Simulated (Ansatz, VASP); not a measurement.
This is a calculation of Si for VASP 6.6.1.

INCAR

```
PREC     = Accurate       # precision mode
ENCUT    = 520            # plane-wave cutoff, eV
EDIFF    = 1E-6           # SCF threshold, eV
ISMEAR   = -1             # smearing method
SIGMA    = 0.05           # smearing width, eV
LREAL    = F              # projectors in reciprocal space
LASPH    = T              # aspherical terms in the spheres
NELM     = 100            # most SCF steps
ALGO     = Normal         # electronic algorithm
ISIF     = 2              # what is computed and relaxed
LWAVE    = F              # write WAVECAR
LCHARG   = F              # write CHGCAR
GGA      = PE             # functional
NBANDS   = 16             # bands
```

KPOINTS

```
regular mesh
0
Gamma
  8 8 4
```

The input POSCAR:

```
Si
1.0
    3.8056031457      0.0000000000      0.0000000000
   -1.9028015729      3.2957490010      0.0000000000
    0.0000000000      0.0000000000      6.2901199008
Si
4
Direct
    0.6666666667      0.3333333333      0.9369905000
    0.3333333333      0.6666666667      0.4369905000
    0.6666666667      0.3333333333      0.5630095000
    0.3333333333      0.6666666667      0.0630095000
```

Potentials or basis: VASP PAW PBE potentials, release 64 (Si).

Run with:

```console
$ cat potpaw_PBE.64/Si/POTCAR > POTCAR
$ mpirun -np 1 vasp_std > vasp.out
```

Q: Translate it to Ansatz 0.2.0. Potentials there: Ansatz PAW soft_1.

A: As run (the cutoff follows the program's own potentials):

Contents of input.yaml:

```yaml
crystal:
  lattice:
    - [3.8056031457, 0.0, 0.0]
    - [-1.9028015729, 3.295749001, 0.0]
    - [0.0, 0.0, 6.2901199008]
  atoms:
    - { symbol: Si, position: [0.6666666667, 0.3333333333, 0.9369905] }
    - { symbol: Si, position: [0.3333333333, 0.6666666667, 0.4369905] }
    - { symbol: Si, position: [0.6666666667, 0.3333333333, 0.5630095] }
    - { symbol: Si, position: [0.3333333333, 0.6666666667, 0.0630095] }
hamiltonian:
  xc: pbe
  pseudopotentials: { kind: paw, azcp: { folder: soft_1 } }
kpoints:
  mp_grid: { grid: [8, 8, 4] }
scf:
  occupations: { method: fermi_dirac, width: 0.05 }
output:
  forces: true
  stress: true
  eigenvalues: true
```

Potentials or basis: Ansatz PAW soft_1.

The run is started by

```bash
$ ansatz run input.yaml --threads 1 --pin off --max-ram 3584MiB --backend cpu --events-out ev --progress --plain --runs-dir out
```

Both were run:

|  | VASP | Ansatz | Ansatz less VASP |
| --- | --- | --- | --- |
| gap on the k mesh at the Fermi level (eV) | 0.37 | 0.37 | 0.000 |
| least direct gap on the mesh (eV) | 1.09 | 1.08 | -0.004 |
| pressure (GPa) | 3.4 | 3.4 | +0.07 |

The functional is the same, so the differences come from potentials, cutoffs and numerics.
